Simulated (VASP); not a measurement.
# Al32O (a cell with a defect) in VASP: further runs, part 2 of 2

VASP 6.6.1. The steps go on from the part before.

### Step 3. Single point, PBE

Contents of INCAR:

```
SYSTEM = Al32O
ALGO     = Normal         ! electronic algorithm
EDIFF    = 1E-6           ! SCF threshold, eV
ENCUT    = 520            ! plane-wave cutoff, eV
GGA      = PE             ! functional
ISIF     = 2              ! what is computed and relaxed
ISMEAR   = -1             ! smearing method
LASPH    = .TRUE.         ! aspherical terms in the spheres
LCHARG   = .FALSE.        ! write CHGCAR
LREAL    = Auto         
LWAVE    = .FALSE.        ! write WAVECAR
NBANDS   = 73             ! bands
NELM     = 80             ! most SCF steps
PREC     = Accurate       ! precision mode
SIGMA    = 0.05           ! smearing width, eV
```

Contents of KPOINTS:

```
k-points
0
G
  3 3 3
  0 0 0
```

Contents of POSCAR:

```
Al32O
1.0
    8.1000000000      0.0000000000      0.0000000000
    0.0000000000      8.1000000000      0.0000000000
    0.0000000000      0.0000000000      8.1000000000
Al O
32 1
Direct
    0.4985770370     -0.0036981481      0.0136758025
    0.7434335802      0.2536246914      0.0060881481
    0.7506743210     -0.0025907407      0.2503086420
   -0.0017719753      0.0029606173      0.0030667901
    0.2493843210      0.2548581481      0.0023087654
    0.4953513580      0.5073848148      0.0182970370
    0.7498244444      0.7525609877      0.0042498765
    0.2437901235     -0.0012912346      0.2498076543
    0.4961356790      0.2478327160      0.2536600000
    0.7542167901      0.5001053086      0.2541200000
    0.4964882716      0.0001213580      0.4971312346
    0.7565483951      0.2438518519      0.4959202469
    0.7561150617      0.0006507407      0.7519338272
   -0.0036614815      0.5013569136     -0.0001385185
    0.2430653086      0.7524919753      0.0046869136
   -0.0023119753      0.2498034568      0.2451440741
    0.2359940741      0.4996795062      0.2517460494
    0.4981606173      0.7581411111      0.2493081481
   -0.0029587654     -0.0071404938      0.5006506173
    0.2304643210      0.2454151852      0.4975227160
    0.4888923457      0.5101346914      0.4732008642
    0.7424692593      0.7517119753      0.5069038272
    0.2330928395     -0.0017924691      0.7509176543
    0.4879887654      0.2116406173      0.7625524691
    0.7343559259      0.5068459259      0.7588308642
   -0.0025276543      0.7505782716      0.2548124691
   -0.0070040741      0.5021177778      0.5073744444
    0.2489025926      0.7507186420      0.5055709877
   -0.0070249383      0.2562249383      0.7544207407
    0.2481323457      0.5043490123      0.7558922222
    0.4948411111      0.7675216049      0.7590724691
   -0.0032983951      0.7468618519      0.7530650617
    0.5620649383      0.3925533333      0.6515518519
```

Potentials or basis: VASP PAW PBE potentials, release 64 (Al, O).

Command:

```bash
$ cat potpaw_PBE.64/Al/POTCAR potpaw_PBE.64/O/POTCAR > POTCAR
$ mpirun -np 1 vasp_std > vasp.out
```

OUTCAR:

```text
SYSTEM = Al32O
   EDIFF = 1E-6
   ENCUT = 520
   GGA = PE
   ISIF = 2
   ISMEAR = -1
   LASPH = .TRUE.
   LREAL = Auto
   NELM = 80
   PREC = Accurate

 ion  position               nearest neighbor table
   1  0.499  0.996  0.014-  24 2.68  18 2.71  31 2.77   3 2.80   8 2.81   9 2.82   7 2.84  15 2.86
                             2 2.88   5 2.91  13 2.97  23 3.03
   2  0.743  0.254  0.006-  16 2.83  10 2.83   9 2.83  25 2.87   3 2.87  14 2.87  29 2.87   6 2.88
                             1 2.88  24 2.88   4 2.90  13 2.91
   3  0.751  0.997  0.250-   1 2.80   7 2.81  18 2.82  12 2.82  26 2.83   4 2.83  19 2.85  16 2.86
                             2 2.87  11 2.87  22 2.88   9 2.89
[... 1233 lines left out ...]
  external PRESSURE =      12.0589102 kB  Pullay stress =       0.0000000 kB

 VOLUME and BASIS-vectors are now :
 -----------------------------------------------------------------------------
  energy-cutoff  :      520.00
  volume of cell :      531.44
      direct lattice vectors                 reciprocal lattice vectors
     8.100000000  0.000000000  0.000000000     0.123456790  0.000000000  0.000000000
     0.000000000  8.100000000  0.000000000     0.000000000  0.123456790  0.000000000
     0.000000000  0.000000000  8.100000000     0.000000000  0.000000000  0.123456790

 POSITION                                       TOTAL-FORCE (eV/Angst)
 -----------------------------------------------------------------------------------
      4.03847      8.07005      0.11077        -0.002076     -0.007137     -0.036169
      6.02181      2.05436      0.04931        -0.004458     -0.022643      0.035380
      6.08046      8.07902      2.02750        -0.022954     -0.001186      0.000142
      8.08565      0.02398      0.02484        -0.014550     -0.008501     -0.001510
      2.02001      2.06435      0.01870        -0.050682     -0.030698     -0.003073
      4.01235      4.10982      0.14821        -0.054444     -0.038957     -0.106768
[... 25 lines left out ...]
      8.07328      6.04958      6.09983        -0.009386      0.060130     -0.009370
      4.55273      3.17968      5.27757         1.023668     -0.145980     -0.296147
 -----------------------------------------------------------------------------------
    total drift:                               -0.009084     -0.015458      0.004261

  FREE ENERGIE OF THE ION-ELECTRON SYSTEM (eV)
  ---------------------------------------------------
  free  energy   TOTEN  =      -128.2412795547 eV

  energy  without entropy=     -128.1689285653  energy(sigma->0) =     -128.20510406
```

OSZICAR:

```text
N       E                     dE             d eps       ncg     rms          rms(c)
DAV:   1     0.183213402261E+03    0.18321E+03   -0.36767E+04  2044   0.114E+03
DAV:   2    -0.106315062952E+03   -0.28953E+03   -0.27275E+03  2437   0.156E+02
DAV:   3    -0.130140495452E+03   -0.23825E+02   -0.23210E+02  2504   0.391E+01
[... 27 lines left out ...]
DAV:  31    -0.128241296468E+03    0.23036E-04   -0.39170E-05  2372   0.202E-02    0.409E-02
DAV:  32    -0.128241286282E+03    0.10186E-04   -0.10697E-05  2232   0.131E-02    0.288E-02
DAV:  33    -0.128241281463E+03    0.48188E-05   -0.17318E-05  2270   0.127E-02    0.166E-02
DAV:  34    -0.128241280222E+03    0.12406E-05   -0.19267E-06  1631   0.448E-03    0.119E-02
DAV:  35    -0.128241279555E+03    0.66764E-06   -0.91032E-07  1097   0.297E-03
   1 F= -.12824128E+03 E0= -.12820510E+03  d E =-.723510E-01
```

Run time: 11 min. Hardware: 1 thread of Intel Xeon 6975P-C (Granite Rapids), shared host; peak memory 0.67 GiB.

Results:

```yaml
Free_energy: -128.2413 eV
Pressure: 1.2 GPa
Largest_force: 1.076 eV/Å
Band_gap_on_the_k_mesh: zero (band 51 reaches 8.20 eV, above the bottom of band 52 at 7.84 eV)
```

Forces on the atoms (eV/Å):
```
Al  -0.002 -0.007 -0.036
Al  -0.004 -0.023  0.035
Al  -0.023 -0.001  0.000
Al  -0.015 -0.009 -0.002
Al  -0.051 -0.031 -0.003
Al  -0.054 -0.039 -0.107
Al  -0.030  0.014  0.024
Al  -0.001  0.017  0.029
Al  -0.019  0.015 -0.019
Al  -0.086  0.003  0.005
Al  -0.026 -0.028  0.027
Al  -0.112 -0.007  0.012
Al  -0.093 -0.004  0.010
Al  -0.002 -0.009  0.072
Al  -0.031  0.028  0.029
Al   0.004 -0.004  0.036
Al   0.002 -0.005 -0.035
Al  -0.001 -0.030  0.003
Al   0.010  0.035  0.003
Al   0.058  0.076  0.085
Al  -0.183  0.038  0.081
Al   0.017  0.057 -0.036
Al   0.014 -0.040  0.001
Al  -0.135  0.169  0.043
Al   0.217  0.057  0.112
Al  -0.005  0.000 -0.014
Al  -0.055 -0.014 -0.031
Al  -0.054 -0.016 -0.011
Al  -0.055 -0.044 -0.011
Al  -0.248  0.016  0.027
Al  -0.054 -0.130 -0.023
Al  -0.009  0.060 -0.009
O    1.024 -0.146 -0.296
```

Levels at points of the mesh, in eV from the Fermi level:
| k point | band 48 | band 49 | band 50 | band 51 | band 52 | band 53 | band 54 | band 55 |
| --- | --- | --- | --- | --- | --- | --- | --- | --- |
| (0.00, 0.00, 0.00) | -0.39 | 0.07 | 0.08 | 0.22 | 0.24 | 0.31 | 0.45 | 0.73 |

### Step 4. Single point, PBE

Contents of INCAR:

```
SYSTEM = Al32O
PREC = Accurate
ENCUT = 520
EDIFF = 1E-6
ISMEAR = -1
SIGMA = 0.05
LREAL = Auto
LASPH = .True.
NELM = 60
ALGO = Normal
ISIF = 2
LWAVE = .False.
LCHARG = .False.
GGA = PE
NBANDS = 73
```

Contents of KPOINTS:

```
Automatic mesh
0
Gamma
  3 3 3
  0 0 0
```

Contents of POSCAR:

```
Al32O
1.0
    8.1000000000      0.0000000000      0.0000000000
    0.0000000000      8.1000000000      0.0000000000
    0.0000000000      0.0000000000      8.1000000000
Al O
32 1
Direct
    0.4954386420     -0.0054622222      0.0041637037
    0.7555827160      0.2496623457      0.0096819753
    0.7463379012     -0.0016766667      0.2545290123
   -0.0072418519     -0.0033918519      0.0081116049
    0.2431729630      0.2504632099      0.0035034568
    0.4954414815      0.5095909877      0.0057579012
    0.7465451852      0.7503820988      0.0020546914
    0.2494495062      0.0032822222      0.2515532099
    0.5023841975      0.2530972840      0.2419713580
    0.7489888889      0.5051718519      0.2518777778
    0.4974466667      0.0095882716      0.5034183951
    0.7588883951      0.2531001235      0.4984886420
    0.7493197531      0.0032897531      0.7514177778
   -0.0047686420      0.5032630864      0.0056351852
    0.2455132099      0.7489345679      0.0103548148
   -0.0088281481      0.2496650617      0.2452992593
    0.2494701235      0.4991116049      0.2540211111
    0.4969319753      0.7522387654      0.2551604938
   -0.0032901235     -0.0054517284      0.5054272840
    0.2126402469      0.2562106173      0.4909712346
    0.5014474074      0.5068776543      0.4994219753
    0.7457158025      0.7522386420      0.5039337037
    0.2368459259     -0.0122754321      0.7640225926
    0.5098640741      0.2562161728      0.7882733333
    0.7468483951      0.4991053086      0.7514008642
   -0.0011865432      0.7503801235      0.2543204938
   -0.0048797531      0.5095786420      0.5054256790
    0.2489396296      0.7545228395      0.5030865432
   -0.0026134568      0.2504672840      0.7576775309
    0.2424629630      0.5148135802      0.7584064198
    0.4977875309      0.7545223457      0.7519219753
   -0.0094914815      0.7489354321      0.7553540741
    0.4009683951      0.2094413580      0.5999197531
```

Command:

```bash
$ cat potpaw_PBE.64/Al/POTCAR potpaw_PBE.64/O/POTCAR > POTCAR
$ mpirun -np 1 vasp_std > vasp.out
```

Wall time 13 min (1 thread of Intel Xeon Platinum 8488C (Sapphire Rapids), shared host); peak memory 0.66 GiB.

The run converged. Its results:

| Item | Value |
| --- | --- |
| Free energy | -128.0386 eV |
| Pressure | 1.2 GPa |
| Largest force | 1.082 eV/Å |
| Band gap on the k mesh | zero (band 51 reaches 8.16 eV, above the bottom of band 52 at 7.84 eV) |

Forces on the atoms (eV/Å):
```
Al   0.008  0.041 -0.017
Al  -0.006 -0.001 -0.004
Al  -0.009  0.033  0.006
Al  -0.015  0.019  0.012
Al   0.003  0.018 -0.002
Al   0.001  0.033  0.012
Al   0.000  0.003  0.005
Al  -0.005  0.026 -0.013
Al  -0.003  0.039  0.004
Al   0.009  0.022 -0.007
Al   0.002  0.091 -0.003
Al  -0.004  0.040  0.004
Al   0.013  0.026  0.004
Al   0.010  0.005 -0.012
Al   0.002 -0.007  0.003
Al   0.004  0.000  0.005
Al   0.001  0.025  0.019
Al   0.002  0.010 -0.006
Al   0.017  0.041 -0.007
Al   0.020  0.140  0.012
Al   0.004  0.088 -0.001
Al   0.005  0.008 -0.002
Al  -0.045  0.019  0.046
Al  -0.012  0.138 -0.019
Al  -0.019  0.023  0.001
Al  -0.002  0.003 -0.002
Al  -0.013  0.033  0.000
Al  -0.002  0.053  0.000
Al   0.001  0.019 -0.001
Al   0.022  0.050 -0.023
Al   0.000  0.054  0.004
Al  -0.004 -0.007 -0.003
O    0.014 -1.082 -0.013
```

Stress tensor (GPa, compression positive):
```
 1.38  0.10  0.06
 0.10  0.95 -0.10
 0.06 -0.10  1.38
```

Levels at points of the mesh, in eV from the Fermi level:
| k point | band 47 | band 48 | band 49 | band 50 | band 51 | band 52 | band 53 | band 54 | band 55 | band 56 |
| --- | --- | --- | --- | --- | --- | --- | --- | --- | --- | --- |
| (0.00, 0.00, 0.00) | -0.59 | -0.25 | 0.06 | 0.08 | 0.18 | 0.24 | 0.27 | 0.47 | 0.84 | 1.06 |
